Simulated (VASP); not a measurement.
Input of a VASP 6.6.1 run:

The input INCAR:

```
PREC = Accurate ; ENCUT = 600
EDIFF = 1E-6 ; ISMEAR = 0
SIGMA = 0.1 ; LREAL = F
LASPH = T ; NELM = 200
ALGO = Normal ; ISIF = 2
LWAVE = F ; LCHARG = F
ISPIN = 2 ; MAGMOM = 0 0 1
LORBIT = 11 ; GGA = PE
NBANDS = 17 ; GGA_COMPAT = F
```

KPOINTS

```
regular mesh
0
Gamma
  6 6 4
```

POSCAR

```
AlSiN
1.0
    2.6967560147      0.0000000000      0.0000000000
    0.0000000000      2.6967560147      0.0000000000
    0.0000000000      0.0000000000      5.2371843189
Al Si N
1 1 1
Direct
    0.0000000000      0.0000000000      0.0000000000
    0.5000000000      0.5000000000      0.5000000000
    0.5000000000      0.5000000000      0.0000000000
```

Potentials or basis: VASP PAW PBE potentials, release 64 (Al, Si, N).

Command:

```console
$ cat potpaw_PBE.64/Al/POTCAR potpaw_PBE.64/Si/POTCAR potpaw_PBE.64/N/POTCAR > POTCAR
$ mpirun -np 1 vasp_std > vasp.out
```

Question: Estimate the net moment.

Answer: 0.00 μB per cell.

Question: Predict the pressure.

Answer: -0.1 GPa.

Question: What does it give for the band gap on the k mesh?

Answer: Zero (filled and empty bands overlap).

Stress tensor (GPa, compression positive):
```
-1.02  0.00  0.00
 0.00 -1.02  0.00
 0.00  0.00  1.79
```

Caveat: the k points lie up to 0.39 Å⁻¹ apart, too coarse for converged energies and pressures of a metal.
